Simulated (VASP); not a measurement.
# Ti3Al2 (Pm-3m) in VASP: a series of runs

The runs below take Ti3Al2 through single point, relaxation of cell and atoms, with PBE.

Everything below comes from runs of VASP 6.6.1. Logs are shortened: lines on timing, memory, paths and dates and some standing lists are left out, and cuts for length are marked.

## (1) The cell of the first run

The structure is cubic, space group Pm-3m (No. 221). The conventional cell has a = 4.678 Å, b = 4.678 Å, c = 4.678 Å, α = 90.00°, β = 90.00°, γ = 90.00°. Within 3.1 Å of Ti (site symmetry 4/mmm) lie 2 Al at 2.34 Å. Al (site symmetry m-3m) has 12 Ti at 3.31 Å and 8 Al at 4.05 Å within 4.4 Å. Within 3.1 Å of Al (site symmetry m-3m) lie 6 Ti at 2.34 Å.

The cell was built from a structure type or drawn by symmetry, and may not be a known phase.

## (2) Single point, PBE

Input file INCAR:

```
ALGO = Fast
EDIFF = 1E-6
ENCUT = 520
GGA = PE
ISIF = 2
ISMEAR = 0
LASPH = T
LCHARG = F
LREAL = F
LWAVE = F
NBANDS = 53
NELM = 80
PREC = Accurate
SIGMA = 0.1
```

Input file KPOINTS:

```
k-points
0
Gamma
  4 4 4
```

Input file POSCAR:

```
Ti3Al2
1.0
    0.0000000000      4.6778207443      4.6778207443
    4.6778207443      0.0000000000      4.6778207443
    4.6778207443      4.6778207443      0.0000000000
Ti Al
6 4
Direct
    0.2499989369      0.7500010631      0.7500010631
    0.7500010631      0.2499989369      0.2499989369
    0.7500010631      0.2499989369      0.7500010631
    0.2499989369      0.7500010631      0.2499989369
    0.7500010631      0.7500010631      0.2499989369
    0.2499989369      0.2499989369      0.7500010631
    0.2500000000      0.2500000000      0.2500000000
    0.7500000000      0.7500000000      0.7500000000
    0.0000000000      0.0000000000      0.0000000000
    0.5000000000      0.5000000000      0.5000000000
```

Potentials or basis: VASP PAW PBE potentials, release 64 (Ti_sv, Al).

On the command line:

```console
$ cat potpaw_PBE.64/Ti_sv/POTCAR potpaw_PBE.64/Al/POTCAR > POTCAR
$ mpirun -np 1 vasp_std > vasp.out
```

OUTCAR:

```text
EDIFF = 1E-6
   ENCUT = 520
   GGA = PE
   ISIF = 2
   ISMEAR = 0
   LASPH = T
   LREAL = F
   NELM = 80
   PREC = Accurate

 ion  position               nearest neighbor table
   1  0.250  0.750  0.750-   9 2.34  10 2.34
   2  0.750  0.250  0.250-   9 2.34  10 2.34
   3  0.750  0.250  0.750-   9 2.34  10 2.34
   4  0.250  0.750  0.250-   9 2.34  10 2.34
   5  0.750  0.750  0.250-   9 2.34  10 2.34
   6  0.250  0.250  0.750-   9 2.34  10 2.34
   7  0.250  0.250  0.250-
   8  0.750  0.750  0.750-
   9  0.000  0.000  0.000-   1 2.34   2 2.34   3 2.34   4 2.34   5 2.34   6 2.34
  10  0.500  0.500  0.500-   1 2.34   2 2.34   3 2.34   4 2.34   5 2.34   6 2.34

  LATTYP: Found a face centered cubic cell.
 ALAT       =     9.3556414886

  Lattice vectors:

 A1 = (   0.0000000000,   4.6778207443,   4.6778207443)
 A2 = (   4.6778207443,   0.0000000000,   4.6778207443)
 A3 = (   4.6778207443,   4.6778207443,   0.0000000000)

Analysis of symmetry for initial positions (statically):
=====================================================================
 Subroutine PRICEL returns following result:

  LATTYP: Found a simple cubic cell.
 ALAT       =     4.6778207443

  Lattice vectors:

 A1 = (  -4.6778207443,   0.0000000000,   0.0000000000)
 A2 = (   0.0000000000,   0.0000000000,   4.6778207443)
 A3 = (   0.0000000000,   4.6778207443,   0.0000000000)

   2 primitive cells build up your supercell.

 Routine SETGRP: Setting up the symmetry group for a
 face centered cubic supercell.

 Subroutine GETGRP returns: Found 48 space group operations
 (whereof 48 operations were pure point group operations)
 out of a pool of 48 trial point group operations.

The static configuration has the point symmetry O_h .

Analysis of symmetry for dynamics (positions and initial velocities):
=====================================================================
 Subroutine PRICEL returns following result:

  LATTYP: Found a simple cubic cell.
 ALAT       =     4.6778207443

  Lattice vectors:

 A1 = (  -4.6778207443,   0.0000000000,   0.0000000000)
 A2 = (   0.0000000000,   0.0000000000,   4.6778207443)
 A3 = (   0.0000000000,   4.6778207443,   0.0000000000)

[... 101 lines left out ...]
   NSW    =      0    number of steps for IOM
   IBRION =     -1    ionic relax: 0-MD 1-quasi-New 2-CG
   NFREE  =      0    steps in history (QN), initial steepest desc. (CG)
   ISIF   =      2    stress and relaxation
   ISYM   =      2    0-nonsym 1-usesym 2-fastsym
   POTIM  = 0.5000    time-step for ionic-motion
   TEBEG  =    0.0;   TEEND  =   0.0 temperature during run
   PSTRESS=    0.0 pullay stress
   NELECT =      84.0000    total number of electrons
   NUPDOWN=      -1.0000    fix difference up-down
   EMIN   =  10.00;   EMAX   =-10.00  energy-range for DOS
   EFERMI =   0.00;   METHOD = LEGACY
   ISMEAR =     0;   SIGMA  =   0.10  broadening in eV -4-tet -1-fermi 0-gaus
   EFERMI_NEDOS =   21; number of points for ismear=-14 and -15
   IALGO  =     68    algorithm
   IMIX   =      4    mixing-type and parameters
     AMIX     =   0.40;   BMIX     =  1.00
     AMIX_MAG =   1.60;   BMIX_MAG =  1.00
  volume/ion in A,a.u.               =      20.47       138.15
  Fermi-wavevector in a.u.,A,eV,Ry     =   1.216506  2.298864 20.135092  1.479888
  Thomas-Fermi vector in A             =   2.351858
   LORBIT       =      0    0 simple, 1 ext, 2 COOP (PROOUT), +10 PAW based schemes
   GGA     = PE    functional components
   LHFCALC =     F    Hartree Fock is set to
   AEXX    =    0.0000 exact exchange contribution
   IVDW    =     0    specifies the selected vdW correction
   LEPSILON=     F    determine dielectric tensor
   LRPA    =     F    only Hartree local field effects (RPA)
 non-spin polarized calculation
 RMM-DIIS sequential band-by-band and
 Gauss-broadening in eV      SIGMA  =   0.10
  energy-cutoff  :      520.00
  volume of cell :      204.72
 maximum number of plane-waves:      5577
 NGX is ok and might be reduce to    50

 number of electron      84.0000037 magnetization

 Free energy of the ion-electron system (eV)
  ---------------------------------------------------
  ext. energy  EPLUGINS =         0.00000000
  ---------------------------------------------------
  free energy    TOTEN  =       -55.96706157 eV

  energy without entropy =      -55.89659396  energy(sigma->0) =      -55.93182776

 E-fermi :   5.9001     XC(G=0): -10.0813

 val. band max:        5.8968495232   @ k =   0.5000   0.0000   0.0000
 cond. band min:       5.9051431104   @ k =   0.5000   0.2500   0.0000
 fundamental gap:      0.0082935871
 Fermi energy:         5.9001065601

 k-point     1 :       0.0000    0.0000    0.0000
  band No.  band energies     occupation
      1     -51.1552      2.00000
      2     -51.1378      2.00000
      3     -51.1378      2.00000
      4     -51.1378      2.00000
      5     -51.1300      2.00000
      6     -51.1300      2.00000
[... 437 lines left out ...]
     52       7.3024      0.00000
     53       7.3854      0.00000

------------------------ aborting loop because EDIFF is reached ----------------------------------------

  FORCE on cell =-STRESS in cart. coord.  units (eV):
  Direction    XX          YY          ZZ          XY          YZ          ZX
  --------------------------------------------------------------------------------------
  -------------------------------------------------------------------------------------
  Total        0.1200040      0.1200040      0.1200040     -0.0000000     -0.0000000      0.0000000
  in kB        0.9391732      0.9391732      0.9391732     -0.0000000     -0.0000000      0.0000000
  external PRESSURE =       0.9391732 kB  Pullay stress =       0.0000000 kB

 VOLUME and BASIS-vectors are now :
 -----------------------------------------------------------------------------
  energy-cutoff  :      520.00
  volume of cell :      204.72
      direct lattice vectors                 reciprocal lattice vectors
     0.000000000  4.677820744  4.677820744    -0.106887379  0.106887379  0.106887379
     4.677820744  0.000000000  4.677820744     0.106887379 -0.106887379  0.106887379
     4.677820744  4.677820744  0.000000000     0.106887379  0.106887379 -0.106887379

 POSITION                                       TOTAL-FORCE (eV/Angst)
 -----------------------------------------------------------------------------------
      7.01674      4.67782      4.67782         0.000000     -0.000000      0.000000
      2.33890      4.67782      4.67782        -0.000000     -0.000000      0.000000
      4.67782      7.01674      4.67782         0.000000      0.000000      0.000000
      4.67782      2.33890      4.67782         0.000000     -0.000000      0.000000
      4.67782      4.67782      7.01674         0.000000     -0.000000      0.000000
      4.67782      4.67782      2.33890         0.000000     -0.000000     -0.000000
      2.33891      2.33891      2.33891        -0.000000     -0.000000     -0.000000
      7.01673      7.01673      7.01673         0.000000      0.000000     -0.000000
      0.00000      0.00000      0.00000         0.000000      0.000000      0.000000
      4.67782      4.67782      4.67782         0.000000     -0.000000      0.000000
 -----------------------------------------------------------------------------------
    total drift:                               -0.000000     -0.000000     -0.000000

  FREE ENERGIE OF THE ION-ELECTRON SYSTEM (eV)
  ---------------------------------------------------
  free  energy   TOTEN  =       -55.9670615686 eV

  energy  without entropy=      -55.8965939551  energy(sigma->0) =      -55.93182776
```

Run time: 17 min. Hardware: 1 thread of Intel Xeon 8259CL, shared host; peak memory 0.39 GiB.

Results:

* Free energy: -55.9671 eV
* Pressure: 0.1 GPa
* Band gap on the k mesh: zero (bands 42 and 43 overlap by 0.10 eV)

Levels at points of the mesh, in eV from the Fermi level:
```
           k point  band 39  band 40  band 41  band 42  band 43  band 44  band 45  band 46
(0.00, 0.00, 0.00)    -0.85    -0.45    -0.45    -0.45     0.54     0.54     0.54     0.64
(0.50, 0.00, 0.00)    -0.83    -0.83     0.00     0.00     0.00     0.00     0.93     0.93
(0.50, 0.50, 0.00)    -0.77    -0.77    -0.74    -0.02    -0.02     0.03     0.68     0.68
```

## (3) Relaxation of cell and atoms, PBE

This run uses another cell than the first one: it holds 5 atoms, not 10.

Input file INCAR:

```
SYSTEM = Ti3Al2
ALGO     = Fast           ! electronic algorithm
EDIFF    = 1E-6           ! SCF threshold, eV
EDIFFG   = -0.01          ! ionic threshold
ENCUT    = 600            ! plane-wave cutoff, eV
GGA      = PE             ! functional
IBRION   = 2              ! ionic algorithm
ISIF     = 3              ! what is computed and relaxed
ISMEAR   = 0              ! smearing method
LASPH    = .True.         ! aspherical terms in the spheres
LCHARG   = .False.        ! write CHGCAR
LREAL    = .False.        ! projectors in reciprocal space
LWAVE    = .False.        ! write WAVECAR
NELM     = 60             ! most SCF steps
NSW      = 100            ! ionic steps
PREC     = Accurate       ! precision mode
SIGMA    = 0.1            ! smearing width, eV
```

Input file KPOINTS:

```
k-points
0
Gamma
  8 8 8
  0 0 0
```

Input file POSCAR:

```
Ti3Al2
1.0
    4.6778207443      0.0000000000      0.0000000000
    0.0000000000      4.6778207443      0.0000000000
    0.0000000000      0.0000000000      4.6778207443
Ti Al
3 2
Direct
    0.5000000000      0.0000000000      0.0000000000
    0.0000000000      0.5000000000      0.0000000000
    0.0000000000      0.0000000000      0.5000000000
    0.5000000000      0.5000000000      0.5000000000
    0.0000000000      0.0000000000      0.0000000000
```

Potentials or basis: VASP PAW PBE potentials, release 64 (Ti_sv, Al).

On the command line:

```console
$ cat potpaw_PBE.64/Ti_sv/POTCAR potpaw_PBE.64/Al/POTCAR > POTCAR
$ mpirun -np 1 vasp_std > vasp.out
```

It took 14 min on 1 thread of Intel Xeon 8259CL, shared host; peak memory 0.31 GiB.

It converged, with:

```
Free energy                           : -27.9932 eV
Relaxed volume                        : 20.50 Å³/atom
Relaxed cell                          : a = 4.680 Å, b = 4.680 Å, c = 4.680 Å, α = 90.00°, β = 90.00°, γ = 90.00°
Space group after relaxing (to 0.1 Å) : Pm-3m (No. 221)
Energy gained by relaxing             : 0.0 meV/atom
Ionic steps                           : 3
Pressure after relaxing               : 0.0 GPa
Band gap on the k mesh                : zero (bands 21 and 22 overlap by 0.98 eV)
```

Final structure:
```cif
data_structure
_symmetry_space_group_name_H-M 'P 1'
_symmetry_Int_Tables_number 1
_cell_length_a 4.6796
_cell_length_b 4.6796
_cell_length_c 4.6796
_cell_angle_alpha 90.000
_cell_angle_beta 90.000
_cell_angle_gamma 90.000
_cell_volume 102.48
loop_
_atom_site_label
_atom_site_type_symbol
_atom_site_fract_x
_atom_site_fract_y
_atom_site_fract_z
_atom_site_occupancy
Ti1 Ti 0.50000 0.00000 0.00000 1
Ti2 Ti 0.00000 0.50000 0.00000 1
Ti3 Ti 0.00000 0.00000 0.50000 1
Al1 Al 0.50000 0.50000 0.50000 1
Al2 Al 0.00000 0.00000 0.00000 1
```

Levels at points of the mesh, in eV from the Fermi level:
```csv
k point,band 18,band 19,band 20,band 21,band 22,band 23,band 24,band 25
"(0.00, 0.00, 0.00)",-0.85,-0.85,-0.45,-0.45,-0.45,1.10,1.10,1.20
"(0.50, 0.00, 0.00)",-1.00,-0.88,-0.88,-0.83,0.03,0.70,0.84,1.14
"(0.50, 0.50, 0.00)",-0.77,-0.77,-0.74,-0.03,-0.03,0.68,0.68,0.84
"(0.50, 0.50, 0.50)",-1.13,-1.13,-1.13,0.53,0.53,0.62,0.63,0.63
```
